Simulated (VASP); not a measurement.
# Mg3ZnS4 (I4/mmm) in VASP: further runs, part 2 of 2

VASP 6.6.1. The steps go on from the part before.

## 3. Single point, r2SCAN

POSCAR

```
Mg3ZnS4
1.0
   -2.6032073063      2.6032073063      5.1927371682
    2.6032073063     -2.6032073063      5.1927371682
    2.6032073063      2.6032073063     -5.1927371682
Mg Zn S
3 1 4
Direct
    0.7500000000      0.2500000000      0.5000000000
    0.2500000000      0.7500000000      0.5000000000
    0.5000000000      0.5000000000      0.0000000000
    0.0000000000      0.0000000000      0.0000000000
    0.5000000000      0.0000000000      0.5000000000
    0.0000000000      0.5000000000      0.5000000000
    0.2456058986      0.2456058986      0.0000000000
    0.7543941014      0.7543941014      0.0000000000
```

INCAR.step1

```
ALGO = Normal ; EDIFF = 1E-4
ENCUT = 520 ; GGA = PE
ISMEAR = 0 ; LASPH = True
LCHARG = False ; LREAL = False
LWAVE = True ; NBANDS = 31
NELM = 60 ; PREC = Accurate
SIGMA = 0.02
```

INCAR.step2

```
ALGO = Normal ; EDIFF = 1E-6
ENCUT = 520 ; ISIF = 2
ISMEAR = 0 ; ISTART = 1
LASPH = True ; LCHARG = False
LMIXTAU = True ; LREAL = False
LWAVE = False ; METAGGA = R2SCAN
NBANDS = 31 ; NELM = 60
PREC = Accurate ; SIGMA = 0.02
```

KPOINTS

```
k-points
0
Gamma
  8 8 8
```

Potentials or basis: VASP PAW PBE potentials, release 64 (Mg, Zn, S).

Run with:

```console
cat potpaw_PBE.64/Mg/POTCAR potpaw_PBE.64/Zn/POTCAR potpaw_PBE.64/S/POTCAR > POTCAR
cp INCAR.step1 INCAR
mpirun -np 1 vasp_std > vasp.out
cp INCAR.step2 INCAR
mpirun -np 1 vasp_std > vasp.out
```

OUTCAR:

```text
EDIFF = 1E-6
   ENCUT = 520
   ISIF = 2
   ISMEAR = 0
   ISTART = 1
   LASPH = True
   LREAL = False
   METAGGA = R2SCAN
   NELM = 60
   PREC = Accurate

 ion  position               nearest neighbor table
   1  0.750  0.250  0.500-   5 2.60   6 2.60   8 2.60   7 2.60   8 2.60   7 2.60
   2  0.250  0.750  0.500-   5 2.60   6 2.60   8 2.60   7 2.60   8 2.60   7 2.60
   3  0.500  0.500  0.000-   5 2.60   6 2.60   5 2.60   6 2.60   7 2.64   8 2.64
   4  0.000  0.000  0.000-   7 2.55   8 2.55   5 2.60   6 2.60   6 2.60   5 2.60
   5  0.500  0.000  0.500-   1 2.60   2 2.60   3 2.60   4 2.60   3 2.60   4 2.60
   6  0.000  0.500  0.500-   1 2.60   2 2.60   3 2.60   4 2.60   4 2.60   3 2.60
   7  0.246  0.246  0.000-   4 2.55   2 2.60   1 2.60   1 2.60   2 2.60   3 2.64
   8  0.754  0.754  0.000-   4 2.55   2 2.60   1 2.60   1 2.60   2 2.60   3 2.64

  LATTYP: Found a body centered tetragonal cell.
 ALAT       =     5.2064146126
 C/A-ratio  =     1.9947459258

  Lattice vectors:

 A1 = (  -2.6032073063,   2.6032073063,   5.1927371682)
 A2 = (   2.6032073063,  -2.6032073063,   5.1927371682)
 A3 = (   2.6032073063,   2.6032073063,  -5.1927371682)

Analysis of symmetry for initial positions (statically):
=====================================================================
 Subroutine PRICEL returns:
 Original cell was already a primitive cell.

 Routine SETGRP: Setting up the symmetry group for a
 body centered tetragonal supercell.

 Subroutine GETGRP returns: Found 16 space group operations
 (whereof 16 operations were pure point group operations)
 out of a pool of 16 trial point group operations.

The static configuration has the point symmetry D_4h.

Analysis of symmetry for dynamics (positions and initial velocities):
=====================================================================
 Subroutine PRICEL returns:
 Original cell was already a primitive cell.

 Routine SETGRP: Setting up the symmetry group for a
 body centered tetragonal supercell.

 Subroutine GETGRP returns: Found 16 space group operations
 (whereof 16 operations were pure point group operations)
 out of a pool of 16 trial point group operations.

The dynamic configuration has the point symmetry D_4h.

 Subroutine INISYM returns: Found 16 space group operations
 (whereof 16 operations are pure point group operations),
 and found     1 'primitive' translations

----------------------------------------------------------------------------------------

                                     Primitive cell

  volume of cell :     140.7582

  direct lattice vectors                    reciprocal lattice vectors
    -2.603207306  2.603207306  5.192737168     0.000000000  0.192070758  0.096288332
     2.603207306 -2.603207306  5.192737168     0.192070758  0.000000000  0.096288332
     2.603207306  2.603207306 -5.192737168     0.192070758  0.192070758  0.000000000

  length of vectors
     6.365366907  6.365366907  6.365366907     0.214854879  0.214854879  0.271629071

  position of ions in fractional coordinates (direct lattice)
     0.750000000  0.250000000  0.500000000
     0.250000000  0.750000000  0.500000000
     0.500000000  0.500000000  0.000000000
     0.000000000  0.000000000  0.000000000
     0.500000000  0.000000000  0.500000000
     0.000000000  0.500000000  0.500000000
     0.245605899  0.245605899  0.000000000
[... 40 lines left out ...]
            Coordinates               Weight
  0.000000  0.000000  0.000000      1.000000
  0.125000 -0.000000  0.000000      8.000000
  0.250000 -0.000000  0.000000      8.000000
  0.375000 -0.000000  0.000000      8.000000
  0.500000 -0.000000  0.000000      4.000000
  0.125000  0.125000  0.000000      8.000000
[... 16 lines left out ...]
  0.250000  0.125000  0.125000     16.000000
  0.375000  0.125000  0.125000      8.000000
 [... further k-points ...]
   k-points           NKPTS =     59   k-points in BZ     NKDIM =     59   number of bands    NBANDS=     31
   number of dos      NEDOS =    301   number of ions     NIONS =      8
   total plane-waves  NPLWV = 110592
   dimension x,y,z NGX =    48 NGY =   48 NGZ =   48
   dimension x,y,z NGXF=    96 NGYF=   96 NGZF=   96
   ions per type =               3   1   4
   NGX,Y,Z   is equivalent  to a cutoff of  12.54, 12.54, 12.54 a.u.
   NGXF,Y,Z  is equivalent  to a cutoff of  25.07, 25.07, 25.07 a.u.
 SYSTEM =  unknown system
   PREC   = accura    normal or accurate (medium, high low for compatibility)
   ISTART =      1    job   : 0-new  1-cont  2-samecut
   ICHARG =      0    charge: 1-file 2-atom 10-const
   ISPIN  =      1    spin polarized calculation?
   LNONCOLLINEAR =      F non collinear calculations
   LSORBIT =      F    spin-orbit coupling
   LASPH  =      T    aspherical Exc in radial PAW
   ENCUT  =  520.0 eV  38.22 Ry    6.18 a.u.  11.84 11.84 11.84*2*pi/ulx,y,z
   NELM   =     60;   NELMIN=  2; NELMDL=  0     # of ELM steps
   EDIFF  = 0.1E-05   stopping-criterion for ELM
   LREAL  =      F    real-space projection
   EDIFFG = 0.1E-04   stopping-criterion for IOM
   NSW    =      0    number of steps for IOM
   IBRION =     -1    ionic relax: 0-MD 1-quasi-New 2-CG
   NFREE  =      0    steps in history (QN), initial steepest desc. (CG)
   ISIF   =      2    stress and relaxation
   ISYM   =      2    0-nonsym 1-usesym 2-fastsym
   POTIM  = 0.5000    time-step for ionic-motion
   TEBEG  =    0.0;   TEEND  =   0.0 temperature during run
   PSTRESS=    0.0 pullay stress
   NELECT =      42.0000    total number of electrons
   NUPDOWN=      -1.0000    fix difference up-down
   EMIN   =  10.00;   EMAX   =-10.00  energy-range for DOS
   EFERMI =   0.00;   METHOD = LEGACY
   ISMEAR =     0;   SIGMA  =   0.02  broadening in eV -4-tet -1-fermi 0-gaus
   EFERMI_NEDOS =   21; number of points for ismear=-14 and -15
   IALGO  =     38    algorithm
   IMIX   =      4    mixing-type and parameters
     AMIX     =   0.40;   BMIX     =  1.00
     AMIX_MAG =   1.60;   BMIX_MAG =  1.00
  volume/ion in A,a.u.               =      17.59       118.74
  Fermi-wavevector in a.u.,A,eV,Ry     =   1.093956  2.067278 16.282642  1.196740
  Thomas-Fermi vector in A             =   2.230252
   LORBIT       =      0    0 simple, 1 ext, 2 COOP (PROOUT), +10 PAW based schemes
   METAGGA = R2SCAN    functional components
   LHFCALC =     F    Hartree Fock is set to
   AEXX    =    0.0000 exact exchange contribution
   IVDW    =     0    specifies the selected vdW correction
   LEPSILON=     F    determine dielectric tensor
   LRPA    =     F    only Hartree local field effects (RPA)
 non-spin polarized calculation
 Gauss-broadening in eV      SIGMA  =   0.02
  energy-cutoff  :      520.00
  volume of cell :      140.76
 maximum number of plane-waves:      3828
   NGX = 23   NGY = 23   NGZ = 23

 number of electron      41.9999991 magnetization

 Free energy of the ion-electron system (eV)
  ---------------------------------------------------
  ext. energy  EPLUGINS =         0.00000000
  ---------------------------------------------------
  free energy    TOTEN  =       -64.69477839 eV

  energy without entropy =      -64.69477839  energy(sigma->0) =      -64.69477839

 E-fermi :   3.6254     XC(G=0): -10.3462

 val. band max:        3.4905625733   @ k =   0.5000   0.5000   0.0000
 cond. band min:       4.9184624814   @ k =   0.5000   0.5000   0.5000
 fundamental gap:      1.4278999081
 Fermi energy:         3.6253753280

 k-point     1 :       0.0000    0.0000    0.0000
  band No.  band energies     occupation
      1      -9.9792      2.00000
      2      -8.2634      2.00000
      3      -8.2361      2.00000
      4      -8.1818      2.00000
      5      -2.6500      2.00000
      6      -2.6304      2.00000
[... 805 lines left out ...]
     30      11.7958      0.00000
     31      11.9023      0.00000

 [... further k-points ...]
[... 5 lines left out ...]
  --------------------------------------------------------------------------------------
  -------------------------------------------------------------------------------------
  Total       -1.5528300     -1.5528300     -1.5662732      0.0000000     -0.0000000      0.0000000
  in kB      -17.6750507    -17.6750507    -17.8280674      0.0000000     -0.0000000      0.0000000
  external PRESSURE =     -17.7260563 kB  Pullay stress =       0.0000000 kB

 VOLUME and BASIS-vectors are now :
 -----------------------------------------------------------------------------
  energy-cutoff  :      520.00
  volume of cell :      140.76
      direct lattice vectors                 reciprocal lattice vectors
    -2.603207306  2.603207306  5.192737168     0.000000000  0.192070758  0.096288332
     2.603207306 -2.603207306  5.192737168     0.192070758  0.000000000  0.096288332
     2.603207306  2.603207306 -5.192737168     0.192070758  0.192070758  0.000000000

 POSITION                                       TOTAL-FORCE (eV/Angst)
 -----------------------------------------------------------------------------------
      0.00000      2.60321      2.59637         0.000000      0.000000      0.000000
      2.60321      0.00000      2.59637         0.000000      0.000000      0.000000
      0.00000      0.00000      5.19274         0.000000      0.000000      0.000000
      0.00000      0.00000      0.00000         0.000000      0.000000      0.000000
      0.00000      2.60321      0.00000         0.000000      0.000000      0.000000
      2.60321      0.00000      0.00000         0.000000      0.000000      0.000000
      0.00000      0.00000      2.55073        -0.000000     -0.000000     -0.002196
      0.00000      0.00000      7.83474        -0.000000     -0.000000      0.002196
 -----------------------------------------------------------------------------------
    total drift:                               -0.000000     -0.000000      0.000000

  FREE ENERGIE OF THE ION-ELECTRON SYSTEM (eV)
  ---------------------------------------------------
  free  energy   TOTEN  =       -64.6947783887 eV

  energy  without entropy=      -64.6947783887  energy(sigma->0) =      -64.69477839
```

It took 23 min on 1 thread of Intel Xeon 8259CL, shared host; peak memory 0.53 GiB.

What came out:

```
Free energy            : -64.6948 eV
Pressure               : -1.8 GPa
Band gap on the k mesh : 1.43 eV (least direct gap 2.24 eV)
```

Forces on the atoms (eV/Å):
```
Mg   0.000  0.000  0.000
Mg   0.000  0.000  0.000
Mg   0.000  0.000  0.000
Zn   0.000  0.000  0.000
S    0.000  0.000  0.000
S    0.000  0.000  0.000
S    0.000  0.000 -0.002
S    0.000  0.000  0.002
```

Caveat: the PAW data sets were made with another functional, which shifts forces and pressure a little. A k mesh can miss the band edges.
